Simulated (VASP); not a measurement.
# Ag (P6_3/mmc) in VASP: a series of runs

Ag is run at these levels: r2SCAN; tasks: single point.

Program: VASP 6.6.1. These are calculated values, not measurements. Logs are shortened: lines on timing, memory, paths and dates and some standing lists are left out, and cuts for length are marked.

### 1 The cell of the first run

The structure is hexagonal, space group P6_3/mmc (No. 194). Conventional cell: a = 3.049 Å, b = 3.049 Å, c = 4.510 Å, α = 90.00°, β = 90.00°, γ = 120.00°. Within 3.8 Å of Ag (site symmetry -6m2) lie 12 Ag at 2.86 to 3.05 Å.

This isn't the form of Ag at room conditions, which is fcc.

### 2 Single point, r2SCAN (strain +0.050 along x and y, -0.050 along z)

POSCAR

```
Ag
1.0
    3.0488805539      0.0000000000      0.0000000000
   -1.5244402769      2.6404080128      0.0000000000
    0.0000000000      0.0000000000      4.5104540124
Ag
2
Direct
    0.3333333333      0.6666666667      0.2500000000
    0.6666666667      0.3333333333      0.7500000000
```

INCAR.step1

```
PREC     = Accurate       # precision mode
ENCUT    = 520            # plane-wave cutoff, eV
ISMEAR   = 0              # smearing method
SIGMA    = 0.15           # smearing width, eV
LREAL    = False          # projectors in reciprocal space
LASPH    = True           # aspherical terms in the spheres
NELM     = 80             # most SCF steps
NBANDS   = 18             # bands
GGA      = PE             # functional
ALGO     = Normal         # electronic algorithm
EDIFF    = 1E-4           # SCF threshold, eV
LWAVE    = True           # write WAVECAR
LCHARG   = False          # write CHGCAR
```

INCAR.step2

```
PREC     = Accurate       # precision mode
ENCUT    = 520            # plane-wave cutoff, eV
EDIFF    = 1E-7           # SCF threshold, eV
ISMEAR   = 0              # smearing method
SIGMA    = 0.15           # smearing width, eV
LREAL    = False          # projectors in reciprocal space
LASPH    = True           # aspherical terms in the spheres
NELM     = 80             # most SCF steps
ALGO     = Normal         # electronic algorithm
ISIF     = 2              # what is computed and relaxed
LWAVE    = False          # write WAVECAR
LCHARG   = False          # write CHGCAR
METAGGA  = R2SCAN         # meta-GGA
LMIXTAU  = True         
NBANDS   = 18             # bands
ISTART   = 1
```

KPOINTS

```
Automatic mesh
0
Gamma
  24 24 14
```

Potentials or basis: VASP PAW PBE potentials, release 64 (Ag).

On the command line:

```
$ cat potpaw_PBE.64/Ag/POTCAR > POTCAR
$ cp INCAR.step1 INCAR
$ mpirun -np 1 vasp_std > vasp.out
$ cp INCAR.step2 INCAR
$ mpirun -np 1 vasp_std > vasp.out
```

OUTCAR:

```text
PREC = Accurate
   ENCUT = 520
   EDIFF = 1E-7
   ISMEAR = 0
   LREAL = False
   LASPH = True
   NELM = 80
   ISIF = 2
   METAGGA = R2SCAN
   ISTART = 1

 ion  position               nearest neighbor table
   1  0.333  0.667  0.250-   2 2.86   2 2.86   2 2.86   2 2.86   2 2.86   2 2.86
   2  0.667  0.333  0.750-   1 2.86   1 2.86   1 2.86   1 2.86   1 2.86   1 2.86

  LATTYP: Found a hexagonal cell.
 ALAT       =     3.0488805539
 C/A-ratio  =     1.4793803603

  Lattice vectors:

 A1 = (   3.0488805539,   0.0000000000,   0.0000000000)
 A2 = (  -1.5244402769,   2.6404080128,   0.0000000000)
 A3 = (   0.0000000000,   0.0000000000,   4.5104540124)

Analysis of symmetry for initial positions (statically):
=====================================================================
 Subroutine PRICEL returns:
 Original cell was already a primitive cell.

 Routine SETGRP: Setting up the symmetry group for a
 hexagonal supercell.

 Subroutine GETGRP returns: Found 24 space group operations
 (whereof 12 operations were pure point group operations)
 out of a pool of 24 trial point group operations.

The static configuration has the point symmetry D_3d.
 The point group associated with its full space group is D_6h.

Analysis of symmetry for dynamics (positions and initial velocities):
=====================================================================
 Subroutine PRICEL returns:
 Original cell was already a primitive cell.

 Routine SETGRP: Setting up the symmetry group for a
 hexagonal supercell.

 Subroutine GETGRP returns: Found 24 space group operations
 (whereof 12 operations were pure point group operations)
 out of a pool of 24 trial point group operations.

The dynamic configuration has the point symmetry D_3d.
 The point group associated with its full space group is D_6h.

 Subroutine INISYM returns: Found 24 space group operations
 (whereof 12 operations are pure point group operations),
 and found     1 'primitive' translations

----------------------------------------------------------------------------------------

                                     Primitive cell

  volume of cell :      36.3105

  direct lattice vectors                    reciprocal lattice vectors
     3.048880554  0.000000000  0.000000000     0.327989235  0.189364673  0.000000000
    -1.524440277  2.640408013  0.000000000     0.000000000  0.378729346  0.000000000
[... 78 lines left out ...]
   ICHARG =      0    charge: 1-file 2-atom 10-const
   ISPIN  =      1    spin polarized calculation?
   LNONCOLLINEAR =      F non collinear calculations
   LSORBIT =      F    spin-orbit coupling
   LASPH  =      T    aspherical Exc in radial PAW
   ENCUT  =  520.0 eV  38.22 Ry    6.18 a.u.   5.67  5.67  8.39*2*pi/ulx,y,z
   NELM   =     80;   NELMIN=  2; NELMDL=  0     # of ELM steps
   EDIFF  = 0.1E-06   stopping-criterion for ELM
   LREAL  =      F    real-space projection
   EDIFFG = 0.1E-05   stopping-criterion for IOM
   NSW    =      0    number of steps for IOM
   IBRION =     -1    ionic relax: 0-MD 1-quasi-New 2-CG
   NFREE  =      0    steps in history (QN), initial steepest desc. (CG)
   ISIF   =      2    stress and relaxation
   ISYM   =      2    0-nonsym 1-usesym 2-fastsym
   POTIM  = 0.5000    time-step for ionic-motion
   TEBEG  =    0.0;   TEEND  =   0.0 temperature during run
   PSTRESS=    0.0 pullay stress
   NELECT =      22.0000    total number of electrons
   NUPDOWN=      -1.0000    fix difference up-down
   EMIN   =  10.00;   EMAX   =-10.00  energy-range for DOS
   EFERMI =   0.00;   METHOD = LEGACY
   ISMEAR =     0;   SIGMA  =   0.15  broadening in eV -4-tet -1-fermi 0-gaus
   EFERMI_NEDOS =   21; number of points for ismear=-14 and -15
   IALGO  =     38    algorithm
   IMIX   =      4    mixing-type and parameters
     AMIX     =   0.40;   BMIX     =  1.00
     AMIX_MAG =   1.60;   BMIX_MAG =  1.00
  volume/ion in A,a.u.               =      18.16       122.52
  Fermi-wavevector in a.u.,A,eV,Ry     =   1.385283  2.617805 26.109700  1.919009
  Thomas-Fermi vector in A             =   2.509708
   LORBIT       =      0    0 simple, 1 ext, 2 COOP (PROOUT), +10 PAW based schemes
   METAGGA = R2SCAN    functional components
   LHFCALC =     F    Hartree Fock is set to
   AEXX    =    0.0000 exact exchange contribution
   IVDW    =     0    specifies the selected vdW correction
   LEPSILON=     F    determine dielectric tensor
   LRPA    =     F    only Hartree local field effects (RPA)
 non-spin polarized calculation
 Gauss-broadening in eV      SIGMA  =   0.15
  energy-cutoff  :      520.00
  volume of cell :       36.31
 maximum number of plane-waves:      1000
 NGX is ok and might be reduce to    24
   NGX = 11   NGY = 11   NGZ = 17

 number of electron      22.0000005 magnetization

 Free energy of the ion-electron system (eV)
  ---------------------------------------------------
  ext. energy  EPLUGINS =         0.00000000
  ---------------------------------------------------
  free energy    TOTEN  =       -42.63150879 eV

  energy without entropy =      -42.62553591  energy(sigma->0) =      -42.62852235

 E-fermi :   7.6380     XC(G=0): -12.5255

 val. band max:        7.6371753293   @ k =   0.4167   0.1250   0.0000
 cond. band min:       7.6385732467   @ k =   0.3750  -0.0000   0.4286
 fundamental gap:      0.0013979174
 Fermi energy:         7.6380096647

 k-point     1 :       0.0000    0.0000    0.0000
  band No.  band energies     occupation
      1       0.1048      2.00000
      2       1.2670      2.00000
      3       2.7547      2.00000
      4       2.7547      2.00000
      5       2.9688      2.00000
      6       2.9688      2.00000
[... 481 lines left out ...]
      5       3.1855      2.00000
      6       3.3727      2.00000
[... 10 lines left out ...]
     17      18.5611      0.00000
     18      23.5590      0.00000

 [... further k-points ...]
[... 5 lines left out ...]
  --------------------------------------------------------------------------------------
  -------------------------------------------------------------------------------------
  Total       -1.1912015     -1.1912015      0.2977010     -0.0000000      0.0000000     -0.0000000
  in kB      -52.5610592    -52.5610592     13.1358816     -0.0000000      0.0000000     -0.0000000
  external PRESSURE =     -30.6620790 kB  Pullay stress =       0.0000000 kB

 VOLUME and BASIS-vectors are now :
 -----------------------------------------------------------------------------
  energy-cutoff  :      520.00
  volume of cell :       36.31
      direct lattice vectors                 reciprocal lattice vectors
     3.048880554  0.000000000  0.000000000     0.327989235  0.189364673  0.000000000
    -1.524440277  2.640408013  0.000000000     0.000000000  0.378729346  0.000000000
     0.000000000  0.000000000  4.510454012     0.000000000  0.000000000  0.221707171

 POSITION                                       TOTAL-FORCE (eV/Angst)
 -----------------------------------------------------------------------------------
     -0.00000      1.76027      1.12761        -0.000000      0.000000      0.000000
      1.52444      0.88014      3.38284         0.000000     -0.000000      0.000000
 -----------------------------------------------------------------------------------
    total drift:                               -0.000000      0.000000     -0.000000

  FREE ENERGIE OF THE ION-ELECTRON SYSTEM (eV)
  ---------------------------------------------------
  free  energy   TOTEN  =       -42.6315087861 eV

  energy  without entropy=      -42.6255359060  energy(sigma->0) =      -42.62852235
```

OUTCAR.step1:

```text
PREC = Accurate
   ENCUT = 520
   ISMEAR = 0
   LREAL = False
   LASPH = True
[... 729 lines left out ...]
     -0.00000      1.76027      1.12761         0.000000     -0.000000      0.000000
      1.52444      0.88014      3.38284        -0.000000      0.000000      0.000000
 -----------------------------------------------------------------------------------
    total drift:                               -0.000000      0.000000     -0.000000

  FREE ENERGIE OF THE ION-ELECTRON SYSTEM (eV)
  ---------------------------------------------------
  free  energy   TOTEN  =        -5.3677012036 eV

  energy  without entropy=       -5.3614075857  energy(sigma->0) =       -5.36455439
```

It took 11 min on 1 thread of Intel Xeon 8259CL, shared host; peak memory 0.38 GiB.

What came out:

| Property | Result |
| --- | --- |
| Free energy | -42.6315 eV |
| Pressure | -3.1 GPa |
| Band gap on the k mesh | zero (bands 11 and 12 overlap by 7.28 eV) |

Caveat: the cell differs from its parent crystal (strain +0.050 along x and y, -0.050 along z); the stress differs along the axes, from -5 to 1 GPa; the PAW data sets were made with another functional, which shifts forces and pressure a little.

### 3 Single point, r2SCAN (strain +0.000 along x and y, +0.050 along z)

POSCAR

```
Ag
1.0
    2.9036957656      0.0000000000      0.0000000000
   -1.4518478828      2.5146742979      0.0000000000
    0.0000000000      0.0000000000      4.9852386452
Ag
2
Direct
    0.3333333333      0.6666666667      0.2500000000
    0.6666666667      0.3333333333      0.7500000000
```

INCAR.step1

```
SYSTEM = Ag
  PREC = Accurate
  ENCUT = 520
  ISMEAR = 0
  SIGMA = 0.15
  LREAL = .FALSE.
  LASPH = .TRUE.
  NELM = 80
  NBANDS = 18
  GGA = PE
  ALGO = Normal
  EDIFF = 1E-4
  LWAVE = .TRUE.
  LCHARG = .FALSE.
```

INCAR.step2

```
SYSTEM = Ag
  PREC = Accurate
  ENCUT = 520
  EDIFF = 1E-6
  ISMEAR = 0
  SIGMA = 0.15
  LREAL = .FALSE.
  LASPH = .TRUE.
  NELM = 80
  ALGO = Normal
  ISIF = 2
  LWAVE = .FALSE.
  LCHARG = .FALSE.
  METAGGA = R2SCAN
  LMIXTAU = .TRUE.
  NBANDS = 18
  ISTART = 1
```

KPOINTS

```
regular mesh
0
G
  24 24 14
  0 0 0
```

Potentials or basis: VASP PAW PBE potentials, release 64 (Ag).

On the command line:

```
$ cat potpaw_PBE.64/Ag/POTCAR > POTCAR
$ cp INCAR.step1 INCAR
$ mpirun -np 1 vasp_std > vasp.out
$ cp INCAR.step2 INCAR
$ mpirun -np 1 vasp_std > vasp.out
```

Wall time 10 min (1 thread of Intel Xeon 8259CL, shared host); peak memory 0.38 GiB.

The run converged. Its results:

* Free energy: -42.6752 eV
* Pressure: -4.1 GPa
* Band gap on the k mesh: zero (bands 11 and 12 overlap by 7.98 eV)

Stress tensor (GPa, compression positive):
```
-2.94  0.00  0.00
 0.00 -2.94  0.00
 0.00  0.00 -6.41
```

Levels at points of the mesh, in eV from the Fermi level:
```csv
k point,band 8,band 9,band 10,band 11,band 12,band 13,band 14,band 15
"(0.00, 0.00, 0.00)",-4.18,-4.18,-3.42,-3.42,-0.52,2.64,16.44,16.86
"(0.50, 0.00, 0.00)",-3.33,-3.18,-3.09,0.27,1.62,6.56,6.91,8.84
"(0.00, 0.00, 0.50)",-4.65,-3.69,-3.69,-3.69,-3.69,9.95,9.95,16.78
"(0.50, 0.00, 0.50)",-3.45,-3.13,-3.13,0.96,0.96,4.46,4.46,13.54
```

Caveat: the cell differs from its parent crystal (strain +0.000 along x and y, +0.050 along z); the cell stands under tension; the PAW data sets were made with another functional, which shifts forces and pressure a little.
